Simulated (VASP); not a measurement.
A run of VASP 6.6.1:

File INCAR:

```
PREC     = Accurate       # precision mode
ENCUT    = 520            # plane-wave cutoff, eV
EDIFF    = 1E-6           # SCF threshold, eV
ISMEAR   = 0              # smearing method
SIGMA    = 0.1            # smearing width, eV
LREAL    = F              # projectors in reciprocal space
LASPH    = T              # aspherical terms in the spheres
NELM     = 150            # most SCF steps
ALGO     = Fast           # electronic algorithm
ISIF     = 2              # what is computed and relaxed
LWAVE    = F              # write WAVECAR
LCHARG   = T              # write CHGCAR
ISPIN    = 2              # spin polarisation
MAGMOM   = 3.2 0.75 0.75 0.75 # initial moments
LORBIT   = 11             # projections on sites
LMAXMIX  = 4              # l up to which the mixer works
GGA      = PE             # functional
LELF     = T              # ELF
LVHAR    = T            
NBANDS   = 31             # bands
```

Contents of KPOINTS:

```
regular mesh
0
Gamma
  12 12 12
```

POSCAR

```
FeNi3
1.0
    3.3958610139      0.0000000000      0.0000000000
    0.0000000000      3.3958610139      0.0000000000
    0.0000000000      0.0000000000      3.3958610139
Fe Ni
1 3
Direct
    0.0000000000      0.0000000000      0.0000000000
    0.0000000000      0.5000000000      0.5000000000
    0.5000000000      0.0000000000      0.5000000000
    0.5000000000      0.5000000000      0.0000000000
```

Potentials or basis: VASP PAW PBE potentials, release 64 (Fe, Ni).

The run is started by

```sh
$ cat potpaw_PBE.64/Fe/POTCAR potpaw_PBE.64/Ni/POTCAR > POTCAR
$ mpirun -np 1 vasp_std > vasp.out
```

Hardware: 1 thread of Intel Xeon 8259CL (shared host).

Q: Estimate the wall time of this run.

A: It took 3.1 min on 1 thread of Intel Xeon 8259CL, with other jobs on the host, peak memory 0.28 GiB. Counts: scf iterations 17, k points 84.
